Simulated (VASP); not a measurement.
# Sn2As (P6/mmm) in VASP: single point with PBE

Aim: the single point of Sn2As with PBE.

Everything below comes from runs of VASP 6.6.1. Logs are shortened: lines on timing, memory, paths and dates and some standing lists are left out, and cuts for length are marked.

## Step 1: The cell of the first run

The structure is hexagonal, space group P6/mmm (No. 191). The conventional cell has a = 4.879 Å, b = 4.879 Å, c = 3.637 Å, α = 90.00°, β = 90.00°, γ = 120.00°. Within 3.7 Å of Sn (site symmetry -6m2) lie 5 Sn at 2.82 to 3.64 Å and 6 As at 3.35 Å. Within 4.4 Å of As (site symmetry 6/mmm) lie 12 Sn at 3.35 Å and 2 As at 3.64 Å.

The cell was generated, and may not be a known phase.

## Step 2: Single point, PBE

INCAR reads:

```
SYSTEM = Sn2As
PREC = Accurate
ENCUT = 520
EDIFF = 1E-6
ISMEAR = 0
SIGMA = 0.1
LREAL = .FALSE.
LASPH = .TRUE.
NELM = 100
ALGO = Normal
ISIF = 2
LWAVE = .FALSE.
LCHARG = .FALSE.
GGA = PE
NBANDS = 24
```

KPOINTS reads:

```
regular mesh
0
G
  6 6 6
  0 0 0
```

POSCAR reads:

```
Sn2As
1.0
    4.8785041800      0.0000000000      0.0000000000
   -2.4392520900      4.2249085500      0.0000000000
    0.0000000000      0.0000000000      3.6367923600
Sn As
2 1
Direct
    0.3333333300      0.6666666700      0.5000000000
    0.6666666700      0.3333333300      0.5000000000
    0.0000000000      0.0000000000      0.0000000000
```

Potentials or basis: VASP PAW PBE potentials, release 64 (Sn_d, As).

Run with:

```sh
> cat potpaw_PBE.64/Sn_d/POTCAR potpaw_PBE.64/As/POTCAR > POTCAR
> mpirun -np 1 vasp_std > vasp.out
```

OUTCAR:

```text
SYSTEM = Sn2As
   PREC = Accurate
   ENCUT = 520
   EDIFF = 1E-6
   ISMEAR = 0
   LREAL = .FALSE.
   LASPH = .TRUE.
   NELM = 100
   ISIF = 2
   GGA = PE

 ion  position               nearest neighbor table
   1  0.333  0.667  0.500-   2 2.82   2 2.82   2 2.82
   2  0.667  0.333  0.500-   1 2.82   1 2.82   1 2.82
   3  0.000  0.000  0.000-

  LATTYP: Found a hexagonal cell.
 ALAT       =     4.8785041800
 C/A-ratio  =     0.7454728388

  Lattice vectors:

 A1 = (   4.8785041800,   0.0000000000,   0.0000000000)
 A2 = (  -2.4392520900,   4.2249085500,   0.0000000000)
 A3 = (   0.0000000000,   0.0000000000,   3.6367923600)

Analysis of symmetry for initial positions (statically):
=====================================================================
 Subroutine PRICEL returns:
 Original cell was already a primitive cell.

 Routine SETGRP: Setting up the symmetry group for a
 hexagonal supercell.

 Subroutine GETGRP returns: Found 24 space group operations
 (whereof 24 operations were pure point group operations)
 out of a pool of 24 trial point group operations.

The static configuration has the point symmetry D_6h.

Analysis of symmetry for dynamics (positions and initial velocities):
=====================================================================
 Subroutine PRICEL returns:
 Original cell was already a primitive cell.

 Routine SETGRP: Setting up the symmetry group for a
 hexagonal supercell.

 Subroutine GETGRP returns: Found 24 space group operations
 (whereof 24 operations were pure point group operations)
 out of a pool of 24 trial point group operations.

The dynamic configuration has the point symmetry D_6h.

 Subroutine INISYM returns: Found 24 space group operations
 (whereof 24 operations are pure point group operations),
 and found     1 'primitive' translations

----------------------------------------------------------------------------------------

                                     Primitive cell

  volume of cell :      74.9588

  direct lattice vectors                    reciprocal lattice vectors
     4.878504180  0.000000000  0.000000000     0.204980864  0.118345757  0.000000000
    -2.439252090  4.224908550  0.000000000     0.000000000  0.236691514  0.000000000
     0.000000000  0.000000000  3.636792360     0.000000000  0.000000000  0.274967582

  length of vectors
     4.878504180  4.878504178  3.636792360     0.236691514  0.236691514  0.274967582

  position of ions in fractional coordinates (direct lattice)
     0.333333330  0.666666670  0.500000000
     0.666666670  0.333333330  0.500000000
     0.000000000  0.000000000  0.000000000

  ion indices of the primitive-cell ions
   primitive index   ion index
                 1           1
                 2           2
                 3           3

----------------------------------------------------------------------------------------

 KPOINTS: regular mesh

Automatic generation of k-mesh.
 Grid dimensions read from file:
 generate k-points for:    6    6    6

 Generating k-lattice:

  Cartesian coordinates                     Fractional coordinates (reciprocal lattice)
     0.034163477  0.019724293  0.000000000     0.166666667 -0.000000000  0.000000000
     0.000000000  0.039448586  0.000000000     0.000000000  0.166666667  0.000000000
     0.000000000  0.000000000  0.045827930     0.000000000  0.000000000  0.166666667

  Length of vectors
     0.039448586  0.039448586  0.045827930

  Shift w.r.t. Gamma in fractional coordinates (k-lattice)
     0.000000000  0.000000000  0.000000000

 Subroutine IBZKPT returns following result:
 ===========================================

 Found     28 irreducible k-points:

 Following reciprocal coordinates:
            Coordinates               Weight
  0.000000  0.000000  0.000000      1.000000
  0.166667  0.000000  0.000000      6.000000
  0.333333  0.000000  0.000000      6.000000
  0.500000  0.000000  0.000000      3.000000
  0.166667  0.166667  0.000000      6.000000
  0.333333  0.166667  0.000000     12.000000
[... 16 lines left out ...]
  0.166667  0.000000  0.500000      6.000000
  0.333333  0.000000  0.500000      6.000000
 [... further k-points ...]
   k-points           NKPTS =     28   k-points in BZ     NKDIM =     28   number of bands    NBANDS=     24
   number of dos      NEDOS =    301   number of ions     NIONS =      3
   total plane-waves  NPLWV =  36288
   dimension x,y,z NGX =    36 NGY =   36 NGZ =   28
   dimension x,y,z NGXF=    72 NGYF=   72 NGZF=   56
   ions per type =               2   1
   NGX,Y,Z   is equivalent  to a cutoff of  12.27, 12.27, 12.80 a.u.
   NGXF,Y,Z  is equivalent  to a cutoff of  24.54, 24.54, 25.60 a.u.
 SYSTEM =  Sn2As
   PREC   = accura    normal or accurate (medium, high low for compatibility)
   ISTART =      0    job   : 0-new  1-cont  2-samecut
   ICHARG =      2    charge: 1-file 2-atom 10-const
   ISPIN  =      1    spin polarized calculation?
   LNONCOLLINEAR =      F non collinear calculations
   LSORBIT =      F    spin-orbit coupling
   LASPH  =      T    aspherical Exc in radial PAW
   ENCUT  =  520.0 eV  38.22 Ry    6.18 a.u.   9.07  9.07  6.76*2*pi/ulx,y,z
   NELM   =    100;   NELMIN=  2; NELMDL= -5     # of ELM steps
   EDIFF  = 0.1E-05   stopping-criterion for ELM
   LREAL  =      F    real-space projection
   EDIFFG = 0.1E-04   stopping-criterion for IOM
   NSW    =      0    number of steps for IOM
   IBRION =     -1    ionic relax: 0-MD 1-quasi-New 2-CG
   NFREE  =      0    steps in history (QN), initial steepest desc. (CG)
   ISIF   =      2    stress and relaxation
   ISYM   =      2    0-nonsym 1-usesym 2-fastsym
   POTIM  = 0.5000    time-step for ionic-motion
   TEBEG  =    0.0;   TEEND  =   0.0 temperature during run
   PSTRESS=    0.0 pullay stress
   NELECT =      33.0000    total number of electrons
   NUPDOWN=      -1.0000    fix difference up-down
   EMIN   =  10.00;   EMAX   =-10.00  energy-range for DOS
   EFERMI =   0.00;   METHOD = LEGACY
   ISMEAR =     0;   SIGMA  =   0.10  broadening in eV -4-tet -1-fermi 0-gaus
   EFERMI_NEDOS =   21; number of points for ismear=-14 and -15
   IALGO  =     38    algorithm
   IMIX   =      4    mixing-type and parameters
     AMIX     =   0.40;   BMIX     =  1.00
     AMIX_MAG =   1.60;   BMIX_MAG =  1.00
  volume/ion in A,a.u.               =      24.99       168.62
  Fermi-wavevector in a.u.,A,eV,Ry     =   1.245390  2.353446 21.102579  1.550996
  Thomas-Fermi vector in A             =   2.379614
   LORBIT       =      0    0 simple, 1 ext, 2 COOP (PROOUT), +10 PAW based schemes
   GGA     = PE    functional components
   LHFCALC =     F    Hartree Fock is set to
   AEXX    =    0.0000 exact exchange contribution
   IVDW    =     0    specifies the selected vdW correction
   LEPSILON=     F    determine dielectric tensor
   LRPA    =     F    only Hartree local field effects (RPA)
 non-spin polarized calculation
 Gauss-broadening in eV      SIGMA  =   0.10
  energy-cutoff  :      520.00
  volume of cell :       74.96
 maximum number of plane-waves:      2052
   NGX = 19   NGY = 19   NGZ = 13

 number of electron      32.9999987 magnetization

 Free energy of the ion-electron system (eV)
  ---------------------------------------------------
  ext. energy  EPLUGINS =         0.00000000
  ---------------------------------------------------
  free energy    TOTEN  =       -11.19419837 eV

  energy without entropy =      -11.18491909  energy(sigma->0) =      -11.18955873

 E-fermi :   7.2587     XC(G=0): -10.3319

 val. band max:        7.1893589022   @ k =   0.1667   0.0000   0.5000
 cond. band min:       7.2818142083   @ k =   0.3333   0.0000   0.3333
 fundamental gap:      0.0924553061
 Fermi energy:         7.2587056736

 k-point     1 :       0.0000    0.0000    0.0000
  band No.  band energies     occupation
      1     -14.5257      2.00000
      2     -14.4232      2.00000
      3     -14.4232      2.00000
      4     -14.3836      2.00000
      5     -14.3836      2.00000
      6     -14.2412      2.00000
[... 16 lines left out ...]
     23      14.3155      0.00000
     24      17.4040      0.00000

 k-point     2 :       0.1667    0.0000    0.0000
  band No.  band energies     occupation
      1     -14.5264      2.00000
      2     -14.4635      2.00000
      3     -14.4579      2.00000
      4     -14.3874      2.00000
      5     -14.3762      2.00000
      6     -14.2425      2.00000
[... 16 lines left out ...]
     23      13.7174      0.00000
     24      17.1034      0.00000

 k-point     3 :       0.3333    0.0000    0.0000
  band No.  band energies     occupation
      1     -14.5449      2.00000
      2     -14.5188      2.00000
      3     -14.4869      2.00000
      4     -14.3946      2.00000
      5     -14.3583      2.00000
      6     -14.2511      2.00000
[... 16 lines left out ...]
     23      13.1402      0.00000
     24      15.5939      0.00000

 k-point     4 :       0.5000    0.0000    0.0000
  band No.  band energies     occupation
      1     -14.5618      2.00000
      2     -14.5407      2.00000
      3     -14.4882      2.00000
      4     -14.3979      2.00000
      5     -14.3464      2.00000
      6     -14.2639      2.00000
[... 16 lines left out ...]
     23      13.4639      0.00000
     24      15.3200      0.00000

 k-point     5 :       0.1667    0.1667    0.0000
  band No.  band energies     occupation
      1     -14.5453      2.00000
      2     -14.4947      2.00000
      3     -14.4876      2.00000
      4     -14.3943      2.00000
      5     -14.3611      2.00000
      6     -14.2476      2.00000
[... 451 lines left out ...]
 k-point    22 :       0.0000    0.0000    0.5000
  band No.  band energies     occupation
      1     -14.4652      2.00000
      2     -14.4208      2.00000
      3     -14.4208      2.00000
      4     -14.4105      2.00000
      5     -14.4105      2.00000
      6     -14.2408      2.00000
[... 16 lines left out ...]
     23      11.7499      0.00000
     24      11.7499      0.00000

 k-point    23 :       0.1667    0.0000    0.5000
  band No.  band energies     occupation
      1     -14.4778      2.00000
      2     -14.4606      2.00000
      3     -14.4433      2.00000
      4     -14.4152      2.00000
      5     -14.4033      2.00000
      6     -14.2500      2.00000
[... 16 lines left out ...]
     23      12.2734      0.00000
     24      13.2323      0.00000

 k-point    24 :       0.3333    0.0000    0.5000
  band No.  band energies     occupation
      1     -14.5257      2.00000
      2     -14.5156      2.00000
      3     -14.4434      2.00000
      4     -14.4239      2.00000
      5     -14.3865      2.00000
      6     -14.2707      2.00000
[... 16 lines left out ...]
     23      13.7095      0.00000
     24      15.9110      0.00000

 [... further k-points ...]

------------------------ aborting loop because EDIFF is reached ----------------------------------------

  FORCE on cell =-STRESS in cart. coord.  units (eV):
  Direction    XX          YY          ZZ          XY          YZ          ZX
  --------------------------------------------------------------------------------------
  -------------------------------------------------------------------------------------
  Total        2.8161622      2.8161622     -0.8555220      0.0000000      0.0000000      0.0000000
  in kB       60.1929660     60.1929660    -18.2860227      0.0000000      0.0000000      0.0000000
  external PRESSURE =      34.0333031 kB  Pullay stress =       0.0000000 kB

 VOLUME and BASIS-vectors are now :
 -----------------------------------------------------------------------------
  energy-cutoff  :      520.00
  volume of cell :       74.96
      direct lattice vectors                 reciprocal lattice vectors
     4.878504180  0.000000000  0.000000000     0.204980864  0.118345757  0.000000000
    -2.439252090  4.224908550  0.000000000     0.000000000  0.236691514  0.000000000
     0.000000000  0.000000000  3.636792360     0.000000000  0.000000000  0.274967582

 POSITION                                       TOTAL-FORCE (eV/Angst)
 -----------------------------------------------------------------------------------
     -0.00000      2.81661      1.81840        -0.000000      0.000000      0.000000
      2.43925      1.40830      1.81840         0.000000      0.000000     -0.000000
      0.00000      0.00000      0.00000        -0.000000      0.000000      0.000000
 -----------------------------------------------------------------------------------
    total drift:                               -0.000000      0.000000      0.000000

  FREE ENERGIE OF THE ION-ELECTRON SYSTEM (eV)
  ---------------------------------------------------
  free  energy   TOTEN  =       -11.1941983732 eV

  energy  without entropy=      -11.1849190916  energy(sigma->0) =      -11.18955873
```

Run time: 52 s. Hardware: 1 thread of AMD EPYC 7R43 (Zen 3), shared host; peak memory 0.17 GiB.

Results:

| Quantity | Value |
| --- | --- |
| Free energy | -11.1942 eV |
| Pressure | 3.4 GPa |
| Band gap on the k mesh | zero (an odd number of electrons rules out a gap without spin polarisation) |

Stress tensor (GPa, compression positive):
```
 6.02  0.00  0.00
 0.00  6.02  0.00
 0.00  0.00 -1.83
```

Caveat: the stress differs along the axes, from -2 to 6 GPa; spin-orbit coupling is left out, which moves the levels of the heavy elements.

The gap in the log of VASP goes by the Fermi energy; the results here count the filled bands.